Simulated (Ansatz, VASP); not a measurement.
# Two plane-wave programs on NaF

POSCAR

```
NaF
1.0
    0.0205596543      2.2971680799      2.2971680799
    2.2971680799      0.0205596543      2.2971680799
    2.3177277343      2.3177277343      0.0000000001
Na F
1 1
Direct
    0.0000000000      0.0000000000      0.0000000000
    0.5000000000      0.5000000000      0.5000000000
```

Contents of INCAR.step1:

```
SYSTEM = NaF
ALGO = Normal
EDIFF = 1E-4
ENCUT = 520
GGA = PE
ISMEAR = 0
LASPH = .True.
LCHARG = .False.
LREAL = .False.
LWAVE = .True.
NBANDS = 14
NELM = 80
PREC = Accurate
SIGMA = 0.01
```

INCAR.step2

```
SYSTEM = NaF
ALGO = Normal
EDIFF = 1E-7
ENCUT = 520
ISIF = 2
ISMEAR = 0
ISTART = 1
LASPH = .True.
LCHARG = .True.
LELF = .True.
LMIXTAU = .True.
LREAL = .False.
LVHAR = .True.
LWAVE = .False.
METAGGA = R2SCAN
NBANDS = 14
NELM = 80
PREC = Accurate
SIGMA = 0.01
```

File KPOINTS:

```
k-points
0
Gamma
  10 10 10
  0 0 0
```

Input for Ansatz:

```yaml
crystal:
  lattice:
    - [0.0205596543, 2.2971680799, 2.2971680799]
    - [2.2971680799, 0.0205596543, 2.2971680799]
    - [2.3177277343, 2.3177277343, 1.0e-10]
  atoms:
    - { symbol: Na, position: [0.0, 0.0, 0.0] }
    - { symbol: F, position: [0.5, 0.5, 0.5] }
kpoints:
  mp_grid: { grid: [10, 10, 10] }
  band_path:
    path:
      - [0.0, 0.0, 0.0]
      - [0.5, 0.0, 0.5]
      - [0.625, 0.25, 0.625]
      - [0.375, 0.375, 0.75]
      - [0.5, 0.5, 0.5]
      - [0.5, 0.25, 0.75]
    npoints: 1
hamiltonian:
  xc: r2scan
scf:
  occupations: { method: fixed }
  n_extra_bands: 4
output:
  forces: true
  stress: true
  eigenvalues: true
  write_density: true
  write_potential: true
  elf: true
  volumetric_format: npy
```

Change from the starting cell: shear_xy strain +1.8%.

Alike in both runs: task single point; functional r2SCAN; k mesh 10 × 10 × 10; no spin polarisation.

|  | VASP | Ansatz |
| --- | --- | --- |
| version | VASP 6.6.1 | Ansatz 0.2.0 |
| potentials or method | VASP PAW PBE potentials, release 64 (Na_pv, F) | plane waves, PAW |
| plane-wave cutoff (eV) | 520 | 500 |
| occupations | gaussian, width 0.01 eV | fixed |
| valence electrons in the cell | 14 | 16 |

```tsv
	VASP	Ansatz	Ansatz less VASP
gap on the k mesh at the Fermi level (eV)	7.29	7.26	-0.039
pressure (GPa)	-0.8	0.0	+0.81
traceless stress, the component that is largest in VASP (GPa)	-0.50	-0.52	-0.012
```

VASP's potentials were made for PBE, not for r2SCAN. VASP's potentials hold 14 valence electrons a cell and Ansatz's 16, so a difference there can come from the potentials and not from the codes.
